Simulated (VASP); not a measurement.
## PbSe (Clausthalite): relaxation of cell and atoms with PBE

PbSe (Clausthalite):

```xyz
2
Lattice="0.0000 3.0606 3.0606 3.0606 0.0000 3.0606 3.0606 3.0606 0.0000" Properties=species:S:1:pos:R:3 pbc="T T T"
Pb    0.0000    0.0000    0.0000
Se    3.0606    3.0606    3.0606
```

```
Program                : VASP 6.6.1
Task                   : relaxation of cell and atoms
Functional             : PBE
Potentials or basis    : VASP PAW PBE potentials, release 64 (Pb_d, Se)
Cutoff                 : 600 eV
k mesh                 : 10 × 10 × 10
Occupations            : gaussian, width 0.01 eV
Spin                   : no spin polarisation
Dipole correction      : no
Further INCAR settings : ALGO = Normal; EDIFF = 1e-06; IBRION = 2; EDIFFG = -0.005; NSW = 100; ISIF = 3
```

```
Relaxed volume                         : 30.05 Å³/atom
Relaxed cell                           : a = 4.397 Å, b = 4.397 Å, c = 4.397 Å, α = 60.00°, β = 60.00°, γ = 60.00°
Space group after relaxing (to 0.05 Å) : Fm-3m (No. 225)
Energy gained by relaxing              : 10.1 meV/atom
Ionic steps                            : 3
Pressure after relaxing                : 0.0 GPa
Band gap on the k mesh                 : 0.44 eV, direct
```

The path:
```csv
step,energy change (eV),largest force (eV/Å),pressure (GPa),volume (Å³)
1,0.0000,0.0000,2.45,57.34
2,-0.0182,0.0000,-0.71,61.05
3,-0.0203,0.0000,0.02,60.11
```

Final structure:
```
Pb Se
1.0
     0.00000    3.10905    3.10905
     3.10905    0.00000    3.10905
     3.10905    3.10905    0.00000
Pb Se
1 1
Cartesian
  0.0000 0.0000 0.0000
  3.1090 3.1090 3.1090
```

Levels at points of the mesh, in eV from the valence-band top:
| k point | band 6 | band 7 | band 8 | band 9 | band 10 | band 11 | band 12 | band 13 | band 14 |
| --- | --- | --- | --- | --- | --- | --- | --- | --- | --- |
| (0.00, 0.00, 0.00) | -13.17 | -6.34 | -1.63 | -1.63 | -1.63 | 4.64 | 4.64 | 4.64 | 6.65 |
| (0.50, 0.00, 0.00) | -12.21 | -8.52 | -1.26 | -1.26 | 0.00 | 0.44 | 1.83 | 1.83 | 8.53 |
| (0.50, 0.50, 0.00) | -11.91 | -7.28 | -4.56 | -2.91 | -2.91 | 3.93 | 5.47 | 5.47 | 5.88 |

Wall time 43 s on 1 thread of Intel(R) Xeon(R) Platinum 8559C (Emerald Rapids), on a shared host, peak memory 0.25 GiB.

Caveat: spin-orbit coupling is left out, which moves the levels of the heavy elements. Zero-point motion and thermal expansion aren't in these numbers.
